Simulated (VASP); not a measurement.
# Ti (Im-3m) in VASP: notebook

Runs on Ti. Level: PBEsol. Tasks: electric field gradients.

Everything below comes from runs of VASP 6.6.1. Logs are shortened: lines on timing, memory, paths and dates and some standing lists are left out, and cuts for length are marked.

## Step 1: The cell of the first run

Symmetry: Im-3m, No. 229, cubic system. The conventional cell has a = 3.238 Å, b = 3.238 Å, c = 3.238 Å, α = 90.00°, β = 90.00°, γ = 90.00°. Ti (site symmetry m-3m) has 14 Ti at 2.80 to 3.24 Å within 3.7 Å.

## Step 2: Electric field gradients, PBEsol (volume scaled by 0.96)

INCAR reads:

```
ALGO = Normal
EDIFF = 1E-8
ENCUT = 520
GGA = PS
ISIF = 2
ISMEAR = -1
LASPH = T
LCHARG = F
LEFG = T
LREAL = F
LWAVE = F
NBANDS = 12
NELM = 60
PREC = Accurate
SIGMA = 0.05
```

KPOINTS reads:

```
k-points
0
Gamma
  14 14 14
```

POSCAR reads:

```
Ti
1.0
   -1.6188216056      1.6188216056      1.6188216056
    1.6188216056     -1.6188216056      1.6188216056
    1.6188216056      1.6188216056     -1.6188216056
Ti
1
Direct
    0.0000000000      0.0000000000      0.0000000000
```

Potentials or basis: VASP PAW PBE potentials, release 64 (Ti_sv).

Started as:

```bash
$ cat potpaw_PBE.64/Ti_sv/POTCAR > POTCAR
$ mpirun -np 1 vasp_std > vasp.out
```

OUTCAR:

```text
EDIFF = 1E-8
   ENCUT = 520
   GGA = PS
   ISIF = 2
   ISMEAR = -1
   LASPH = T
   LREAL = F
   NELM = 60
   PREC = Accurate

 ion  position               nearest neighbor table
   1  0.000  0.000  0.000-

  LATTYP: Found a body centered cubic cell.
 ALAT       =     3.2376432112

  Lattice vectors:

 A1 = (  -1.6188216056,   1.6188216056,   1.6188216056)
 A2 = (   1.6188216056,  -1.6188216056,   1.6188216056)
 A3 = (   1.6188216056,   1.6188216056,  -1.6188216056)

Analysis of symmetry for initial positions (statically):
=====================================================================
 Subroutine PRICEL returns:
 Original cell was already a primitive cell.

 Routine SETGRP: Setting up the symmetry group for a
 body centered cubic supercell.

 Subroutine GETGRP returns: Found 48 space group operations
 (whereof 48 operations were pure point group operations)
 out of a pool of 48 trial point group operations.

The static configuration has the point symmetry O_h .

Analysis of symmetry for dynamics (positions and initial velocities):
=====================================================================
 Subroutine PRICEL returns:
 Original cell was already a primitive cell.

 Routine SETGRP: Setting up the symmetry group for a
 body centered cubic supercell.

 Subroutine GETGRP returns: Found 48 space group operations
 (whereof 48 operations were pure point group operations)
 out of a pool of 48 trial point group operations.

The dynamic configuration has the point symmetry O_h .

 Subroutine INISYM returns: Found 48 space group operations
 (whereof 48 operations are pure point group operations),
 and found     1 'primitive' translations

----------------------------------------------------------------------------------------

                                     Primitive cell

  volume of cell :      16.9690

  direct lattice vectors                    reciprocal lattice vectors
    -1.618821606  1.618821606  1.618821606     0.000000000  0.308866646  0.308866646
     1.618821606 -1.618821606  1.618821606     0.308866646  0.000000000  0.308866646
     1.618821606  1.618821606 -1.618821606     0.308866646  0.308866646  0.000000000

  length of vectors
     2.803881269  2.803881269  2.803881269     0.436803400  0.436803400  0.436803400

  position of ions in fractional coordinates (direct lattice)
     0.000000000  0.000000000  0.000000000

  ion indices of the primitive-cell ions
   primitive index   ion index
                 1           1

----------------------------------------------------------------------------------------

 KPOINTS: k-points

Automatic generation of k-mesh.
 Grid dimensions read from file:
 generate k-points for:   14   14   14

 Generating k-lattice:

  Cartesian coordinates                     Fractional coordinates (reciprocal lattice)
     0.000000000  0.022061903  0.022061903     0.071428571  0.000000000  0.000000000
     0.022061903  0.000000000  0.022061903     0.000000000  0.071428571  0.000000000
     0.022061903  0.022061903  0.000000000     0.000000000  0.000000000  0.071428571

  Length of vectors
     0.031200243  0.031200243  0.031200243

  Shift w.r.t. Gamma in fractional coordinates (k-lattice)
     0.000000000  0.000000000  0.000000000

 Subroutine IBZKPT returns following result:
 ===========================================

 Found    104 irreducible k-points:

 Following reciprocal coordinates:
            Coordinates               Weight
  0.000000  0.000000  0.000000      1.000000
  0.071429  0.000000  0.000000     12.000000
  0.142857  0.000000  0.000000     12.000000
  0.214286  0.000000  0.000000     12.000000
  0.285714  0.000000  0.000000     12.000000
  0.357143  0.000000  0.000000     12.000000
[... 16 lines left out ...]
  0.285714  0.285714  0.000000     24.000000
  0.357143  0.285714  0.000000     24.000000
 [... further k-points ...]
   k-points           NKPTS =    104   k-points in BZ     NKDIM =    104   number of bands    NBANDS=     12
   number of dos      NEDOS =    301   number of ions     NIONS =      1
   total plane-waves  NPLWV =  13824
   dimension x,y,z NGX =    24 NGY =   24 NGZ =   24
   dimension x,y,z NGXF=    48 NGYF=   48 NGZF=   48
   ions per type =               1
   NGX,Y,Z   is equivalent  to a cutoff of  14.23, 14.23, 14.23 a.u.
   NGXF,Y,Z  is equivalent  to a cutoff of  28.46, 28.46, 28.46 a.u.
 SYSTEM =  unknown system
   PREC   = accura    normal or accurate (medium, high low for compatibility)
   ISTART =      0    job   : 0-new  1-cont  2-samecut
   ICHARG =      2    charge: 1-file 2-atom 10-const
   ISPIN  =      1    spin polarized calculation?
   LNONCOLLINEAR =      F non collinear calculations
   LSORBIT =      F    spin-orbit coupling
   LASPH  =      T    aspherical Exc in radial PAW
   ENCUT  =  520.0 eV  38.22 Ry    6.18 a.u.   5.21  5.21  5.21*2*pi/ulx,y,z
   NELM   =     60;   NELMIN=  2; NELMDL= -5     # of ELM steps
   EDIFF  = 0.1E-07   stopping-criterion for ELM
   LREAL  =      F    real-space projection
   EDIFFG = 0.1E-06   stopping-criterion for IOM
   NSW    =      0    number of steps for IOM
   IBRION =     -1    ionic relax: 0-MD 1-quasi-New 2-CG
   NFREE  =      0    steps in history (QN), initial steepest desc. (CG)
   ISIF   =      2    stress and relaxation
   ISYM   =      2    0-nonsym 1-usesym 2-fastsym
   POTIM  = 0.5000    time-step for ionic-motion
   TEBEG  =    0.0;   TEEND  =   0.0 temperature during run
   PSTRESS=    0.0 pullay stress
   NELECT =      12.0000    total number of electrons
   NUPDOWN=      -1.0000    fix difference up-down
   EMIN   =  10.00;   EMAX   =-10.00  energy-range for DOS
   EFERMI =   0.00;   METHOD = LEGACY
   ISMEAR =    -1;   SIGMA  =   0.05  broadening in eV -4-tet -1-fermi 0-gaus
   EFERMI_NEDOS =   21; number of points for ismear=-14 and -15
   IALGO  =     38    algorithm
   IMIX   =      4    mixing-type and parameters
     AMIX     =   0.40;   BMIX     =  1.00
     AMIX_MAG =   1.60;   BMIX_MAG =  1.00
  volume/ion in A,a.u.               =      16.97       114.51
  Fermi-wavevector in a.u.,A,eV,Ry     =   1.458533  2.756228 28.943925  2.127318
  Thomas-Fermi vector in A             =   2.575206
   LORBIT       =      0    0 simple, 1 ext, 2 COOP (PROOUT), +10 PAW based schemes
   GGA     = PS    functional components
   LHFCALC =     F    Hartree Fock is set to
   AEXX    =    0.0000 exact exchange contribution
   IVDW    =     0    specifies the selected vdW correction
   LEPSILON=     F    determine dielectric tensor
   LRPA    =     F    only Hartree local field effects (RPA)
 non-spin polarized calculation
  energy-cutoff  :      520.00
  volume of cell :       16.97
 maximum number of plane-waves:       472
 NGX is ok and might be reduce to    24
   NGX = 11   NGY = 11   NGZ = 11

 number of electron      11.9999996 magnetization

 Free energy of the ion-electron system (eV)
  ---------------------------------------------------
  ext. energy  EPLUGINS =         0.00000000
  ---------------------------------------------------
  free energy    TOTEN  =        -8.23940914 eV

  energy without entropy =       -8.21971766  energy(sigma->0) =       -8.22956340

 E-fermi :   8.1882     XC(G=0): -11.7433

 val. band max:        8.1864585871   @ k =   0.1429   0.1429   0.0714
 cond. band min:       8.1936622565   @ k =  -0.2857   0.3571   0.0714
 fundamental gap:      0.0072036695
 Fermi energy:         8.1881559086

 k-point     1 :       0.0000    0.0000    0.0000
  band No.  band energies     occupation
      1     -48.0532      2.00000
      2     -23.9752      2.00000
      3     -23.9752      2.00000
      4     -23.9752      2.00000
      5       2.1969      2.00000
      6       9.2030      0.00000
      7       9.2030      0.00000
      8       9.2030      0.00000
      9      11.0269      0.00000
     10      11.0269      0.00000
     11      25.7853      0.00000
     12      25.7853      0.00000

 k-point     2 :       0.0714    0.0000    0.0000
  band No.  band energies     occupation
      1     -48.0460      2.00000
      2     -24.0132      2.00000
      3     -23.9868      2.00000
      4     -23.9754      2.00000
      5       2.3755      2.00000
      6       9.1205      0.00000
      7       9.1793      0.00000
      8       9.3345      0.00000
      9      10.9314      0.00000
     10      11.0318      0.00000
     11      25.5347      0.00000
     12      25.7697      0.00000
[... 316 lines left out ...]
 k-point    24 :       0.3571    0.2857    0.0000
  band No.  band energies     occupation
      1     -47.8885      2.00000
      2     -24.5340      2.00000
      3     -24.4198      2.00000
      4     -24.0645      2.00000
      5       7.0625      2.00000
      6       7.6441      1.99996
      7       7.8513      1.99763
      8      11.1376      0.00000
      9      11.3806      0.00000
     10      15.5460      0.00000
     11      16.9003      0.00000
     12      17.9437      0.00000

 [... further k-points ...]
[... 5 lines left out ...]
  --------------------------------------------------------------------------------------
  -------------------------------------------------------------------------------------
  Total       -0.3140044     -0.3140044     -0.3140044      0.0000000     -0.0000000      0.0000000
  in kB      -29.6475894    -29.6475894    -29.6475894      0.0000000     -0.0000000      0.0000000
  external PRESSURE =     -29.6475894 kB  Pullay stress =       0.0000000 kB

 VOLUME and BASIS-vectors are now :
 -----------------------------------------------------------------------------
  energy-cutoff  :      520.00
  volume of cell :       16.97
      direct lattice vectors                 reciprocal lattice vectors
    -1.618821606  1.618821606  1.618821606     0.000000000  0.308866646  0.308866646
     1.618821606 -1.618821606  1.618821606     0.308866646  0.000000000  0.308866646
     1.618821606  1.618821606 -1.618821606     0.308866646  0.308866646  0.000000000

 POSITION                                       TOTAL-FORCE (eV/Angst)
 -----------------------------------------------------------------------------------
      0.00000      0.00000      0.00000         0.000000     -0.000000      0.000000
 -----------------------------------------------------------------------------------
    total drift:                                0.000000      0.000000      0.000000

  FREE ENERGIE OF THE ION-ELECTRON SYSTEM (eV)
  ---------------------------------------------------
  free  energy   TOTEN  =        -8.2394091393 eV

  energy  without entropy=       -8.2197176640  energy(sigma->0) =       -8.22956340

 Electric field gradients (V/A^2)
---------------------------------------------------------------------
 ion       V_xx      V_yy      V_zz      V_xy      V_xz      V_yz
---------------------------------------------------------------------
   1      -0.000     0.000    -0.000    -0.000    -0.000    -0.000
---------------------------------------------------------------------

 Electric field gradients after diagonalization (V/A^2)
 (convention: |V_zz| > |V_xx| > |V_yy|)
----------------------------------------------------------------------
 ion       V_xx      V_yy      V_zz     asymmetry (V_yy - V_xx)/ V_zz
----------------------------------------------------------------------
   1       0.000     0.000    -0.000       0.000
----------------------------------------------------------------------

           NMR quadrupolar parameters

 Cq : quadrupolar parameter    Cq=e*Q*V_zz/h
 eta: asymmetry parameters     (V_yy - V_xx)/ V_zz
 Q  : nuclear electric quadrupole moment in mb (millibarn)
----------------------------------------------------------------------
 ion       Cq(MHz)       eta       Q (mb)
----------------------------------------------------------------------
   1      -0.000       0.000       1.000
----------------------------------------------------------------------
```

Wall time 12 s (1 thread of Intel Xeon Platinum 8488C (Sapphire Rapids), shared host); peak memory 0.14 GiB.

What came out:

```
Free energy            : -8.2394 eV
Pressure               : -3.0 GPa
Band gap on the k mesh : zero (band 6 reaches 9.20 eV, above the bottom of band 7 at 7.53 eV)
```

Caveat: without QUAD_EFG the Cq values of the log hold for a quadrupole moment of 1 mb, not for the nuclei; the PAW data sets were made with another functional, which shifts forces and pressure a little.

## Step 3: Electric field gradients, PBEsol (volume scaled by 0.96)

INCAR reads:

```
SYSTEM = Ti
ALGO     = Normal         ! electronic algorithm
EDIFF    = 1E-8           ! SCF threshold, eV
ENCUT    = 520            ! plane-wave cutoff, eV
GGA      = PS             ! functional
ISIF     = 2              ! what is computed and relaxed
ISMEAR   = -1             ! smearing method
LASPH    = .True.         ! aspherical terms in the spheres
LCHARG   = .False.        ! write CHGCAR
LEFG     = .True.       
LREAL    = .False.        ! projectors in reciprocal space
LWAVE    = .False.        ! write WAVECAR
NBANDS   = 12             ! bands
NELM     = 80             ! most SCF steps
PREC     = Accurate       ! precision mode
SIGMA    = 0.05           ! smearing width, eV
```

KPOINTS reads:

```
k-points
0
Gamma
  14 14 14
  0 0 0
```

POSCAR is that of step 2.

Potentials or basis: VASP PAW PBE potentials, release 64 (Ti_sv).

Started as:

```bash
$ cat potpaw_PBE.64/Ti_sv/POTCAR > POTCAR
$ mpirun -np 1 vasp_std > vasp.out
```

OUTCAR:

```text
SYSTEM = Ti
   EDIFF = 1E-8
   ENCUT = 520
   GGA = PS
   ISIF = 2
   ISMEAR = -1
   LASPH = .True.
   LREAL = .False.
   NELM = 80
   PREC = Accurate

 ion  position               nearest neighbor table
   1  0.000  0.000  0.000-

  LATTYP: Found a body centered cubic cell.
 ALAT       =     3.2376432112

  Lattice vectors:

 A1 = (  -1.6188216056,   1.6188216056,   1.6188216056)
 A2 = (   1.6188216056,  -1.6188216056,   1.6188216056)
 A3 = (   1.6188216056,   1.6188216056,  -1.6188216056)

Analysis of symmetry for initial positions (statically):
=====================================================================
 Subroutine PRICEL returns:
 Original cell was already a primitive cell.

 Routine SETGRP: Setting up the symmetry group for a
 body centered cubic supercell.

 Subroutine GETGRP returns: Found 48 space group operations
 (whereof 48 operations were pure point group operations)
[... 540 lines left out ...]

 VOLUME and BASIS-vectors are now :
 -----------------------------------------------------------------------------
  energy-cutoff  :      520.00
  volume of cell :       16.97
      direct lattice vectors                 reciprocal lattice vectors
    -1.618821606  1.618821606  1.618821606     0.000000000  0.308866646  0.308866646
     1.618821606 -1.618821606  1.618821606     0.308866646  0.000000000  0.308866646
     1.618821606  1.618821606 -1.618821606     0.308866646  0.308866646  0.000000000

 POSITION                                       TOTAL-FORCE (eV/Angst)
 -----------------------------------------------------------------------------------
      0.00000      0.00000      0.00000         0.000000     -0.000000      0.000000
 -----------------------------------------------------------------------------------
    total drift:                                0.000000      0.000000      0.000000

  FREE ENERGIE OF THE ION-ELECTRON SYSTEM (eV)
  ---------------------------------------------------
  free  energy   TOTEN  =        -8.2394091393 eV

  energy  without entropy=       -8.2197176640  energy(sigma->0) =       -8.22956340

 Electric field gradients (V/A^2)
---------------------------------------------------------------------
 ion       V_xx      V_yy      V_zz      V_xy      V_xz      V_yz
---------------------------------------------------------------------
   1      -0.000     0.000    -0.000    -0.000    -0.000    -0.000
---------------------------------------------------------------------

 Electric field gradients after diagonalization (V/A^2)
 (convention: |V_zz| > |V_xx| > |V_yy|)
----------------------------------------------------------------------
 ion       V_xx      V_yy      V_zz     asymmetry (V_yy - V_xx)/ V_zz
----------------------------------------------------------------------
   1       0.000     0.000    -0.000       0.000
----------------------------------------------------------------------

           NMR quadrupolar parameters

 Cq : quadrupolar parameter    Cq=e*Q*V_zz/h
 eta: asymmetry parameters     (V_yy - V_xx)/ V_zz
 Q  : nuclear electric quadrupole moment in mb (millibarn)
----------------------------------------------------------------------
 ion       Cq(MHz)       eta       Q (mb)
----------------------------------------------------------------------
   1      -0.000       0.000       1.000
----------------------------------------------------------------------
```

OSZICAR:

```text
N       E                     dE             d eps       ncg     rms          rms(c)
DAV:   1     0.836133188915E+02    0.83613E+02   -0.64856E+03  2508   0.122E+03
DAV:   2    -0.520920974829E+01   -0.88823E+02   -0.86463E+02  2548   0.291E+02
DAV:   3    -0.929707957356E+01   -0.40879E+01   -0.40407E+01  3512   0.639E+01
DAV:   4    -0.937046018382E+01   -0.73381E-01   -0.73315E-01  2760   0.788E+00
DAV:   5    -0.937218145034E+01   -0.17213E-02   -0.17212E-02  2940   0.108E+00    0.884E+00
DAV:   6    -0.823697861262E+01    0.11352E+01   -0.26162E+00  2696   0.230E+01    0.216E+00
DAV:   7    -0.822970466127E+01    0.72740E-02   -0.82392E-02  2992   0.304E+00    0.128E+00
DAV:   8    -0.823900412420E+01   -0.92995E-02   -0.38118E-02  2636   0.234E+00    0.122E-01
DAV:   9    -0.823936792952E+01   -0.36381E-03   -0.28526E-03  3036   0.544E-01    0.847E-02
DAV:  10    -0.823942851678E+01   -0.60587E-04   -0.31836E-04  2660   0.206E-01    0.137E-02
DAV:  11    -0.823940928698E+01    0.19230E-04   -0.27007E-05  2896   0.801E-02    0.992E-03
DAV:  12    -0.823940903391E+01    0.25307E-06   -0.25592E-06  2760   0.187E-02    0.107E-03
DAV:  13    -0.823940929465E+01   -0.26074E-06   -0.19822E-07  3256   0.328E-03    0.265E-03
DAV:  14    -0.823940915770E+01    0.13695E-06   -0.10293E-07  2568   0.394E-03    0.376E-04
DAV:  15    -0.823940913966E+01    0.18037E-07   -0.40419E-09  1856   0.789E-04    0.398E-05
DAV:  16    -0.823940913927E+01    0.38926E-09   -0.53608E-10  1308   0.275E-04
   1 F= -.82394091E+01 E0= -.82295634E+01  d E =-.196915E-01
```

stdout:

```text
POSCAR found type information on POSCAR Ti
 POSCAR found :  1 types and       1 ions
 scaLAPACK will be used
 -----------------------------------------------------------------------------
|                                                                             |
|                                                                             |
|     You enforced a specific xc type in the INCAR file but a different       |
|     I HOPE YOU KNOW WHAT YOU ARE DOING!                                     |
|                                                                             |
 -----------------------------------------------------------------------------

 LDA part: xc-table for (Slater+PW92), standard interpolation
 POSCAR, INCAR and KPOINTS ok, starting setup
 FFT: planning ... GRIDC
 FFT: planning ... GRID_SOFT
 FFT: planning ... GRID
 WAVECAR not read
 entering main loop
ion   1
```

It took 12 s on 1 thread of Intel Xeon Platinum 8488C (Sapphire Rapids), shared host; peak memory 0.14 GiB.

What came out:

- Free energy: -8.2394 eV
- Pressure: -3.0 GPa
- Band gap on the k mesh: zero (band 6 reaches 9.20 eV, above the bottom of band 7 at 7.53 eV)

Levels at points of the mesh, in eV from the Fermi level:
```
           k point  band 4  band 5  band 6  band 7  band 8  band 9
(0.00, 0.00, 0.00)  -32.16   -5.99    1.01    1.01    1.01    2.84
(0.50, 0.00, 0.00)  -32.17   -2.51   -0.42    1.23    2.83    3.19
(0.50, 0.50, 0.50)  -32.67   -2.17   -2.17    4.06    4.06    4.06
```

Caveat: without QUAD_EFG the Cq values of the log hold for a quadrupole moment of 1 mb, not for the nuclei; the PAW data sets were made with another functional, which shifts forces and pressure a little.

(Continued in part 2 of 2.)
